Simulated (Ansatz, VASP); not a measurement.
TlSiW2: VASP beside Ansatz

File INCAR:

```
PREC = Accurate
ENCUT = 520
EDIFF = 1E-6
ISMEAR = 1
SIGMA = 0.05
LREAL = F
LASPH = T
NELM = 150
ALGO = Normal
ISIF = 2
LWAVE = F
LCHARG = F
ISPIN = 2
MAGMOM = 0.2 0.2 0.2 0.2 0.2 0.2 0.2 0.2
LORBIT = 11
LMAXMIX = 4
GGA = PE
NBANDS = 59
```

KPOINTS

```
regular mesh
0
Gamma
  4 4 4
```

The input POSCAR:

```
TlSiW2
1.0
    0.0000000000      0.0000000000      5.8307960000
    3.6586720000     -3.6586720000      2.9153980000
    3.6586720000      3.6586720000     -2.9153980000
Tl Si W
2 2 4
Direct
    0.2500000000      0.0000000000      0.0000000000
    0.7500000000      0.0000000000      0.0000000000
    0.7500000000      0.5000000000      0.5000000000
    0.2500000000      0.5000000000      0.5000000000
    0.6570000000      0.5000000000      0.8140000000
    0.1570000000      0.1860000000      0.5000000000
    0.3430000000      0.5000000000      0.1860000000
    0.8430000000      0.8140000000      0.5000000000
```

Input for Ansatz:

```yaml
crystal:
  lattice:
    - [0.0, 0.0, 5.830796]
    - [3.658672, -3.658672, 2.915398]
    - [3.658672, 3.658672, -2.915398]
  atoms:
    - { symbol: Tl, position: [0.25, 0.0, 0.0], spin: 0.2 }
    - { symbol: Tl, position: [0.75, 0.0, 0.0], spin: 0.2 }
    - { symbol: Si, position: [0.75, 0.5, 0.5], spin: 0.2 }
    - { symbol: Si, position: [0.25, 0.5, 0.5], spin: 0.2 }
    - { symbol: W, position: [0.657, 0.5, 0.814], spin: 0.2 }
    - { symbol: W, position: [0.157, 0.186, 0.5], spin: 0.2 }
    - { symbol: W, position: [0.343, 0.5, 0.186], spin: 0.2 }
    - { symbol: W, position: [0.843, 0.814, 0.5], spin: 0.2 }
  symmetry: { tolerance: 0.0003 }
kpoints:
  mp_grid: { grid: [4, 4, 4], shift: [0, 0, 0] }
magnetization:
  spin_polarized: true
scf:
  occupations: { method: cold, width: 0.05 }
hamiltonian:
  pseudopotentials: { kind: paw }
  xc: pbe
basis:
  ecutwfc: 420
output:
  forces: true
  stress: true
  eigenvalues: true
```

Alike in both runs: task single point; functional PBE; k mesh 4 × 4 × 4; collinear spin.

```csv
,VASP,Ansatz
version,VASP 6.6.1,Ansatz 0.2.0
potentials or method,"VASP PAW PBE potentials, release 64 (Tl_d, Si, W_sv), cutoff 520 eV",PAW plane waves
occupations,"methfessel-paxton of order 1, width 0.05 eV","cold, width 0.05 eV"
valence electrons in the cell,90,90
```

|  | VASP | Ansatz | Ansatz less VASP |
| --- | --- | --- | --- |
| gap on the k mesh at the Fermi level (eV) | none | none | - |
| pressure (GPa) | 13.6 | 13.5 | -0.11 |
| traceless stress, the component that is largest in VASP (GPa) | 17.60 | 17.55 | -0.042 |
| rms of the force components (eV/Å) | 2.244 | 2.238 | -0.0059 |
| net moment per atom (μB) | 0.00 | 0.00 | -0.002 |

Atom by atom the forces differ by 0.006 eV/Å (rms over components). A gap of «none» marks a metal or a gap that the smearing closes. Ansatz's warnings: seeded moment not kept, stability check not made.

Neither program's run includes spin-orbit coupling.
